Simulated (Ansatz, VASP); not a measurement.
## Two plane-wave programs on Ga

Contents of INCAR:

```
SYSTEM = Ga
  ALGO = Normal
  EDIFF = 1E-6
  ENCUT = 520
  GGA = PE
  ISIF = 2
  ISMEAR = 0
  LASPH = .True.
  LCHARG = .False.
  LREAL = .False.
  LWAVE = .False.
  NBANDS = 34
  NELM = 100
  PREC = Accurate
  SIGMA = 0.1
```

KPOINTS

```
k-points
0
Gamma
  10 10 10
  0 0 0
```

POSCAR

```
Ga
1.0
    3.7379837777     -2.2811904749      0.0000000000
    3.7379837777      2.2811904749      0.0000000000
    0.0000000000      0.0000000000      4.5326428321
Ga
4
Direct
    1.0036364665      0.3346657781      0.2500000000
    0.3346657781      1.0036364665      0.7500000000
   -0.0036364665      0.6653342219      0.7500000000
    0.6653342219     -0.0036364665      0.2500000000
```

Input for Ansatz:

```yaml
crystal:
  lattice:
    - [3.7379837777, -2.2811904749, 0.0]
    - [3.7379837777, 2.2811904749, 0.0]
    - [0.0, 0.0, 4.5326428321]
  atoms:
    - { symbol: Ga, position: [1.0036364665, 0.3346657781, 0.25] }
    - { symbol: Ga, position: [0.3346657781, 1.0036364665, 0.75] }
    - { symbol: Ga, position: [-0.0036364665, 0.6653342219, 0.75] }
    - { symbol: Ga, position: [0.6653342219, -0.0036364665, 0.25] }
basis:
  ecutwfc: 420
kpoints:
  mp_grid: { grid: [10, 10, 10] }
hamiltonian:
  xc: pbe
scf:
  occupations: { method: gaussian, width: 0.1 }
output:
  forces: true
  stress: true
  eigenvalues: true
  write_density: true
  write_potential: true
  elf: true
  volumetric_format: npy
```

Alike in both runs: task single point; functional PBE; k mesh 10 × 10 × 10; occupations gaussian, width 0.1 eV; no spin polarisation.

```csv
,VASP,Ansatz
version,VASP 6.6.1,Ansatz 0.2.0
potentials or method,"VASP PAW PBE potentials, release 64 (Ga_d), cutoff 520 eV","scalar-relativistic, plane waves, PAW"
valence electrons in the cell,52,52
```

Ansatz gave:

* gap on the k mesh at the Fermi level (eV): none
* pressure (GPa): 5.8
* traceless stress, the component that is largest in VASP (GPa): -2.05
* rms of the force components (eV/Å): 0.334

Question: Which values does VASP return?

Answer: gap on the k mesh at the Fermi level (eV): none; pressure (GPa): 6.0; traceless stress, the component that is largest in VASP (GPa): -2.06; rms of the force components (eV/Å): 0.337.

Atom by atom the forces differ by 0.003 eV/Å (rms over components). A gap of «none» marks a metal or a gap that the smearing closes. The functional is the same, so the differences come from potentials, cutoffs and numerics.
